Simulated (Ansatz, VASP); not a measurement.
Two plane-wave programs on Sc

INCAR

```
SYSTEM = Sc
ALGO     = Normal         ! electronic algorithm
EDIFF    = 1E-6           ! SCF threshold, eV
ENCUT    = 520            ! plane-wave cutoff, eV
GGA      = PE             ! functional
ISIF     = 2              ! what is computed and relaxed
ISMEAR   = -1             ! smearing method
LASPH    = .True.         ! aspherical terms in the spheres
LCHARG   = .True.         ! write CHGCAR
LELF     = .True.         ! ELF
LREAL    = .False.        ! projectors in reciprocal space
LVHAR    = .True.       
LWAVE    = .False.        ! write WAVECAR
NBANDS   = 12             ! bands
NELM     = 60             ! most SCF steps
PREC     = Accurate       ! precision mode
SIGMA    = 0.08           ! smearing width, eV
```

File KPOINTS:

```
k-points
0
Gamma
  13 13 13
  0 0 0
```

POSCAR

```
Sc
1.0
    2.5053692244      0.0000000000      0.0000000000
    0.0000000000      2.5053692244      0.0000000000
    0.0000000000      0.0000000000      2.5053692244
Sc
1
Direct
    0.0000000000      0.0000000000      0.0000000000
```

Input for Ansatz:

```yaml
crystal:
  lattice:
    - [2.5053692244, 0.0, 0.0]
    - [0.0, 2.5053692244, 0.0]
    - [0.0, 0.0, 2.5053692244]
  atoms:
    - { symbol: Sc, position: [0.0, 0.0, 0.0] }
kpoints:
  mp_grid: { grid: [13, 13, 13] }
scf:
  occupations: { method: fermi_dirac, width: 0.08 }
hamiltonian:
  xc: pbe
  pseudopotentials: { kind: paw }
output:
  forces: true
  stress: true
  eigenvalues: true
  populations: true
```

Change from the starting cell: volume scaled by 0.6, PAW files.

Alike in both runs: task single point; functional PBE; k mesh 13 × 13 × 13; occupations fermi-dirac, width 0.08 eV; no spin polarisation.

|  | VASP | Ansatz |
| --- | --- | --- |
| version | VASP 6.6.1 | Ansatz 0.2.0 |
| potentials or method | VASP PAW PBE potentials, release 64 (Sc_sv) | PAW with Ansatz's default frozen-core files, scalar-relativistic |
| plane-wave cutoff (eV) | 520 | 420 |
| valence electrons in the cell | 11 | 11 |

Ansatz gave:

| Quantity | Value |
| --- | --- |
| pressure (GPa) | 38.1 |

Task: What did VASP give for the same quantities?

Result: Pressure (GPa): 38.7.

Both programs put the cell under a high pressure, so it lies far from rest at this level. The functional is the same, so the differences come from potentials, cutoffs and numerics.
